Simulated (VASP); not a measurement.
Si2O: single point with PBE

Si2O:

```xyz
6
Lattice="-3.2717 3.3591 1.9541 3.2717 -3.3591 1.9541 3.2717 3.3591 -1.9541" Properties=species:S:1:pos:R:3 pbc="T T T"
Si    0.5666    5.6053   -0.0740
Si   -0.5666    2.2462    1.8801
Si    2.7051   -2.2462    1.8801
Si    3.8383    1.1128   -0.0740
O     1.6358    0.1635    2.1022
O     1.6358    3.1956    0.1481
```

```
Program                : VASP 6.6.1
Task                   : single point
Functional             : PBE
Potentials or basis    : VASP PAW PBE potentials, release 64 (Si, O)
Cutoff                 : 520 eV
k mesh                 : 6 × 6 × 6
Occupations            : gaussian, width 0.1 eV
Spin                   : no spin polarisation
Dipole correction      : no
Further INCAR settings : ALGO = Normal; EDIFF = 1e-07; NBANDS = 23
```

```yaml
Pressure: 8.4 GPa
Largest_force: 3.922 eV/Å
Band_gap_on_the_k_mesh: zero (bands 14 and 15 overlap by 1.30 eV)
```

Forces on the atoms (eV/Å):
```
Si  -3.319  2.044 -0.433
Si   3.319  2.044 -0.433
Si   3.319 -2.044 -0.433
Si  -3.319 -2.044 -0.433
O    0.000 -0.548  0.865
O    0.000  0.548  0.865
```

Stress tensor (GPa, compression positive):
```
22.85  0.00  0.00
 0.00 -2.00  0.00
 0.00  0.00  4.31
```

Levels at points of the mesh, in eV from the Fermi level:
```tsv
k point	band 10	band 11	band 12	band 13	band 14	band 15	band 16	band 17	band 18	band 19
(0.00, 0.00, 0.00)	-2.68	-1.81	-1.58	-1.00	-0.73	-0.57	-0.02	2.98	4.87	5.38
(0.50, 0.00, 0.00)	-1.70	-1.64	-1.50	-0.62	-0.48	0.38	1.21	3.47	5.29	5.30
(0.00, 0.50, 0.00)	-2.07	-1.37	-1.37	-0.87	-0.87	0.87	0.87	4.45	4.45	5.32
(0.50, 0.50, 0.00)	-1.95	-1.38	-0.99	-0.62	-0.44	0.10	0.36	2.56	3.99	4.62
(0.50, 0.50, 0.50)	-1.53	-0.95	-0.51	-0.33	-0.03	0.08	0.61	3.64	3.68	3.72
```

Run time: 41 s on 1 thread of Intel(R) Xeon(R) 6975P-C (Granite Rapids) (shared host), peak memory 0.25 GiB.

Caveat: the stress differs along the axes, from -2 to 23 GPa; forces of over 1 eV/Å act on the atoms, so gaps and moduli don't describe the material at rest.
